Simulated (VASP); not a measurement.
# BN (F-43m) in VASP: further runs, part 2 of 2

VASP 6.6.1. The steps go on from the part before.

**3. Electric field gradients, LDA**

This run uses another cell than the first one, of 5.91 Å³/atom, 1.010 times its volume.

File INCAR:

```
SYSTEM = BN
  PREC = Accurate
  ENCUT = 520
  EDIFF = 1E-8
  ISMEAR = -1
  SIGMA = 0.02
  LREAL = .False.
  LASPH = .True.
  NELM = 100
  ALGO = Normal
  ISIF = 2
  LWAVE = .False.
  LCHARG = .False.
  GGA = CA
  LEFG = .True.
  NBANDS = 11
```

File KPOINTS:

```
Automatic mesh
0
Gamma
  11 11 11
  0 0 0
```

File POSCAR:

```
BN
1.0
    0.0000000000      1.8075000000      1.8075000000
    1.8075000000      0.0000000000      1.8075000000
    1.8075000000      1.8075000000      0.0000000000
B N
1 1
Direct
    0.0000000000      0.0000000000      0.0000000000
    0.7500000000      0.7500000000      0.7500000000
```

Potentials or basis: VASP PAW LDA potentials, release 64 (B, N).

Launch:

```console
$ cat potpaw_LDA.64/B/POTCAR potpaw_LDA.64/N/POTCAR > POTCAR
$ mpirun -np 1 vasp_std > vasp.out
```

OUTCAR:

```text
SYSTEM = BN
   PREC = Accurate
   ENCUT = 520
   EDIFF = 1E-8
   ISMEAR = -1
   LREAL = .False.
   LASPH = .True.
   NELM = 100
   ISIF = 2
   GGA = CA

 ion  position               nearest neighbor table
   1  0.000  0.000  0.000-   2 1.57   2 1.57   2 1.57   2 1.57
   2  0.750  0.750  0.750-   1 1.57   1 1.57   1 1.57   1 1.57

  LATTYP: Found a face centered cubic cell.
 ALAT       =     3.6150000000

  Lattice vectors:

 A1 = (   0.0000000000,   1.8075000000,   1.8075000000)
 A2 = (   1.8075000000,   0.0000000000,   1.8075000000)
[... 547 lines left out ...]
  ---------------------------------------------------
  free  energy   TOTEN  =       -19.4045563507 eV

  energy  without entropy=      -19.4045563506  energy(sigma->0) =      -19.40455635

 Electric field gradients (V/A^2)
---------------------------------------------------------------------
 ion       V_xx      V_yy      V_zz      V_xy      V_xz      V_yz
---------------------------------------------------------------------
   1      -0.000    -0.000    -0.000     0.000     0.000     0.000
   2      -0.000    -0.000     0.000    -0.000    -0.000    -0.000
---------------------------------------------------------------------

 Electric field gradients after diagonalization (V/A^2)
 (convention: |V_zz| > |V_xx| > |V_yy|)
----------------------------------------------------------------------
 ion       V_xx      V_yy      V_zz     asymmetry (V_yy - V_xx)/ V_zz
----------------------------------------------------------------------
   1      -0.000    -0.000     0.000       0.000
   2       0.000     0.000    -0.001       0.000
----------------------------------------------------------------------

           NMR quadrupolar parameters

 Cq : quadrupolar parameter    Cq=e*Q*V_zz/h
 eta: asymmetry parameters     (V_yy - V_xx)/ V_zz
 Q  : nuclear electric quadrupole moment in mb (millibarn)
----------------------------------------------------------------------
 ion       Cq(MHz)       eta       Q (mb)
----------------------------------------------------------------------
   1       0.000       0.000       1.000
   2      -0.000       0.000       1.000
----------------------------------------------------------------------
```

OSZICAR:

```text
N       E                     dE             d eps       ncg     rms          rms(c)
DAV:   1     0.618586189618E+01    0.61859E+01   -0.49479E+03  1288   0.715E+02
DAV:   2    -0.200960789383E+02   -0.26282E+02   -0.25286E+02  1423   0.149E+02
DAV:   3    -0.205344756920E+02   -0.43840E+00   -0.43753E+00  1463   0.158E+01
DAV:   4    -0.205349391248E+02   -0.46343E-03   -0.46343E-03  1307   0.637E-01
DAV:   5    -0.205349395586E+02   -0.43381E-06   -0.43380E-06  1427   0.186E-02    0.650E+00
DAV:   6    -0.195445886823E+02    0.99035E+00   -0.32574E+00  1238   0.102E+01    0.308E+00
DAV:   7    -0.194364112916E+02    0.10818E+00   -0.81226E-02  1406   0.233E+00    0.177E+00
DAV:   8    -0.194047286221E+02    0.31683E-01   -0.44524E-02  1382   0.143E+00    0.176E-01
DAV:   9    -0.194045723903E+02    0.15623E-03   -0.92838E-04  1328   0.261E-01    0.823E-02
DAV:  10    -0.194045559064E+02    0.16484E-04   -0.46988E-05  1403   0.630E-02    0.144E-02
DAV:  11    -0.194045563882E+02   -0.48187E-06   -0.11849E-06  1361   0.768E-03    0.635E-03
DAV:  12    -0.194045563498E+02    0.38482E-07   -0.36667E-07  1352   0.347E-03    0.155E-04
DAV:  13    -0.194045563507E+02   -0.90040E-09   -0.53571E-09   718   0.675E-04
   1 F= -.19404556E+02 E0= -.19404556E+02  d E =-.227948E-10
```

It took 3.4 s on 1 thread of Intel Xeon 6975P-C (Granite Rapids), shared host; peak memory 0.11 GiB.

Results:

- Free energy: -19.4046 eV
- Pressure: -10.1 GPa
- Band gap on the k mesh: 4.45 eV, indirect (least direct gap 8.68 eV)

Caveat: without QUAD_EFG the Cq values of the log hold for a quadrupole moment of 1 mb, not for the nuclei. A k mesh can miss the band edges.

**4. Electric field gradients, LDA**

This run uses another cell than the first one, of 5.91 Å³/atom, 1.010 times its volume.

File INCAR:

```
SYSTEM = BN
ALGO = Normal
EDIFF = 1E-8
ENCUT = 520
ISIF = 2
ISMEAR = -1
LASPH = .True.
LCHARG = .False.
LEFG = .True.
LREAL = .False.
LWAVE = .False.
NBANDS = 11
NELM = 100
PREC = Accurate
SIGMA = 0.02
```

File KPOINTS:

```
k-points
0
Gamma
  11 11 11
  0 0 0
```

POSCAR is that of step 3.

Potentials or basis: VASP PAW LDA potentials, release 64 (B, N).

Launch:

```console
$ cat potpaw_LDA.64/B/POTCAR potpaw_LDA.64/N/POTCAR > POTCAR
$ mpirun -np 1 vasp_std > vasp.out
```

OUTCAR:

```text
SYSTEM = BN
   EDIFF = 1E-8
   ENCUT = 520
   ISIF = 2
   ISMEAR = -1
   LASPH = .True.
   LREAL = .False.
   NELM = 100
   PREC = Accurate

 ion  position               nearest neighbor table
   1  0.000  0.000  0.000-   2 1.57   2 1.57   2 1.57   2 1.57
   2  0.750  0.750  0.750-   1 1.57   1 1.57   1 1.57   1 1.57

  LATTYP: Found a face centered cubic cell.
 ALAT       =     3.6150000000

  Lattice vectors:

 A1 = (   0.0000000000,   1.8075000000,   1.8075000000)
 A2 = (   1.8075000000,   0.0000000000,   1.8075000000)
 A3 = (   1.8075000000,   1.8075000000,   0.0000000000)
[... 547 lines left out ...]
  free  energy   TOTEN  =       -19.4045563507 eV

  energy  without entropy=      -19.4045563506  energy(sigma->0) =      -19.40455635

 Electric field gradients (V/A^2)
---------------------------------------------------------------------
 ion       V_xx      V_yy      V_zz      V_xy      V_xz      V_yz
---------------------------------------------------------------------
   1      -0.000    -0.000    -0.000     0.000     0.000     0.000
   2      -0.000    -0.000     0.000    -0.000    -0.000    -0.000
---------------------------------------------------------------------

 Electric field gradients after diagonalization (V/A^2)
 (convention: |V_zz| > |V_xx| > |V_yy|)
----------------------------------------------------------------------
 ion       V_xx      V_yy      V_zz     asymmetry (V_yy - V_xx)/ V_zz
----------------------------------------------------------------------
   1      -0.000    -0.000     0.000       0.000
   2       0.000     0.000    -0.001       0.000
----------------------------------------------------------------------

           NMR quadrupolar parameters

 Cq : quadrupolar parameter    Cq=e*Q*V_zz/h
 eta: asymmetry parameters     (V_yy - V_xx)/ V_zz
 Q  : nuclear electric quadrupole moment in mb (millibarn)
----------------------------------------------------------------------
 ion       Cq(MHz)       eta       Q (mb)
----------------------------------------------------------------------
   1       0.000       0.000       1.000
   2      -0.000       0.000       1.000
----------------------------------------------------------------------
```

OSZICAR:

```text
N       E                     dE             d eps       ncg     rms          rms(c)
DAV:   1     0.618586189618E+01    0.61859E+01   -0.49479E+03  1288   0.715E+02
DAV:   2    -0.200960789383E+02   -0.26282E+02   -0.25286E+02  1423   0.149E+02
DAV:   3    -0.205344756920E+02   -0.43840E+00   -0.43753E+00  1463   0.158E+01
DAV:   4    -0.205349391248E+02   -0.46343E-03   -0.46343E-03  1307   0.637E-01
DAV:   5    -0.205349395586E+02   -0.43381E-06   -0.43380E-06  1427   0.186E-02    0.650E+00
DAV:   6    -0.195445886823E+02    0.99035E+00   -0.32574E+00  1238   0.102E+01    0.308E+00
DAV:   7    -0.194364112916E+02    0.10818E+00   -0.81226E-02  1406   0.233E+00    0.177E+00
DAV:   8    -0.194047286221E+02    0.31683E-01   -0.44524E-02  1382   0.143E+00    0.176E-01
DAV:   9    -0.194045723903E+02    0.15623E-03   -0.92838E-04  1328   0.261E-01    0.823E-02
DAV:  10    -0.194045559064E+02    0.16484E-04   -0.46988E-05  1403   0.630E-02    0.144E-02
DAV:  11    -0.194045563882E+02   -0.48187E-06   -0.11849E-06  1361   0.768E-03    0.635E-03
DAV:  12    -0.194045563498E+02    0.38482E-07   -0.36667E-07  1352   0.347E-03    0.155E-04
DAV:  13    -0.194045563507E+02   -0.90040E-09   -0.53571E-09   718   0.675E-04
   1 F= -.19404556E+02 E0= -.19404556E+02  d E =-.227948E-10
```

Wall time 3.2 s (1 thread of Intel Xeon 6975P-C (Granite Rapids), shared host); peak memory 0.11 GiB.

What came out:

* Free energy: -19.4046 eV
* Pressure: -10.1 GPa
* Band gap on the k mesh: 4.45 eV, indirect (least direct gap 8.68 eV)

Caveat: without QUAD_EFG the Cq values of the log hold for a quadrupole moment of 1 mb, not for the nuclei.
